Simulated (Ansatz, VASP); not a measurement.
# One calculation of Ir, two programs

INCAR

```
SYSTEM = Ir
PREC = Accurate ; ENCUT = 560
EDIFF = 1E-7 ; ISMEAR = 0
SIGMA = 0.1 ; LREAL = .FALSE.
LASPH = .TRUE. ; NELM = 120
ALGO = Normal ; ISIF = 3
LWAVE = .FALSE. ; LCHARG = .FALSE.
IBRION = 2 ; NSW = 100
EDIFFG = -0.005 ; GGA_COMPAT = .FALSE.
NELMIN = 4
```

File KPOINTS:

```
regular mesh
0
G
  18 18 18
  0 0 0
```

Contents of POSCAR:

```
Ir
1.0
    0.0000000000      1.9197000000      1.9197000000
    1.9197000000      0.0000000000      1.9197000000
    1.9197000000      1.9197000000      0.0000000000
Ir
1
Direct
    0.0000000000      0.0000000000      0.0000000000
```

Input for Ansatz:

```yaml
crystal:
  lattice:
    - [0.0, 1.9197, 1.9197]
    - [1.9197, 0.0, 1.9197]
    - [1.9197, 1.9197, 0.0]
  atoms:
    - { symbol: Ir, position: [0.0, 0.0, 0.0] }
basis:
  ecutwfc: 420
kpoints:
  mp_grid: { grid: [18, 18, 18] }
hamiltonian:
  xc: lda
  pseudopotentials: { kind: paw, azcp: { folder: soft_1 } }
scf:
  occupations: { method: gaussian, width: 0.1 }
output:
  forces: true
  stress: true
  eigenvalues: true
relax:
  adjacent_minimum: "off"
  f_tol: 0.005
  max_steps: 80
  cell: { stress_tol: 0.05 }
```

Alike in both runs: task relaxation of cell and atoms; functional LDA; k mesh 18 × 18 × 18; occupations gaussian, width 0.1 eV; no spin polarisation.

|  | VASP | Ansatz |
| --- | --- | --- |
| version | VASP 6.6.1 | Ansatz 0.2.0 |
| potentials or method | VASP PAW LDA potentials, release 64 (Ir_sv_GW), cutoff 560 eV | scalar-relativistic, plane waves, PAW |
| valence electrons in the cell | 17 | 17 |

```csv
,VASP,Ansatz,Ansatz less VASP
"gap on the k mesh at the Fermi level, each at its own relaxed structure (eV)",none,none,-
relaxed volume (Å³/atom),13.83,13.84,+0.003
relaxed length of the cell vector where the two differ most in proportion (Å),2.694,2.695,+0.0002
```

Ansatz warns that its potentials were made for another functional, while VASP's fit it. LDA's correlation is that of Perdew and Zunger in VASP and of Perdew and Wang (1992) in Ansatz. A gap of «none» marks a metal or a gap that the smearing closes.

Spin-orbit coupling is off throughout.
